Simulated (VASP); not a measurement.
# Re: single point with LDA

The system is Re.

```
Re
1.0
     2.73815    0.00000    0.00000
    -1.36907    2.37130    0.00000
     0.00000    0.00000    4.41691
Re
2
Direct
  0.33333 0.66667 0.25000
  0.66667 0.33333 0.75000
```

```yaml
Program: VASP 6.6.1
Task: single point
Functional: LDA
Potentials_or_basis: VASP PAW LDA potentials, release 64 (Re_sv_GW)
Cutoff: 500 eV
k_mesh: 14 × 14 × 8
Occupations: fermi-dirac, width 0.1 eV
Spin: no spin polarisation
```

| Quantity | Value |
| --- | --- |
| Pressure | -0.9 GPa |
| Band gap on the k mesh | zero (band 15 reaches 14.82 eV, above the bottom of band 16 at 11.43 eV) |

Stress tensor (GPa, compression positive):
```
-0.90  0.00  0.00
 0.00 -0.90  0.00
 0.00  0.00 -1.03
```

Levels at points of the mesh, in eV from the Fermi level:
```
           k point  band 12  band 13  band 14  band 15  band 16  band 17  band 18  band 19
(0.00, 0.00, 0.00)    -1.66    -1.64    -0.78    -0.78     0.17     0.17     0.84     3.47
(0.50, 0.00, 0.00)    -2.03    -1.63    -1.37    -0.58     4.12     4.57     4.69     6.34
(0.00, 0.00, 0.50)    -2.42    -1.79    -1.79    -1.79    -1.79     2.64     2.64     2.64
(0.50, 0.00, 0.50)    -4.23     0.39     0.39     1.08     1.08     4.45     4.45     5.00
```

It took 22 s on 1 thread of Intel(R) Xeon(R) 6975P-C (Granite Rapids) (shared host), peak memory 0.17 GiB.

Caveat: spin-orbit coupling is left out, which moves the levels of the heavy elements.
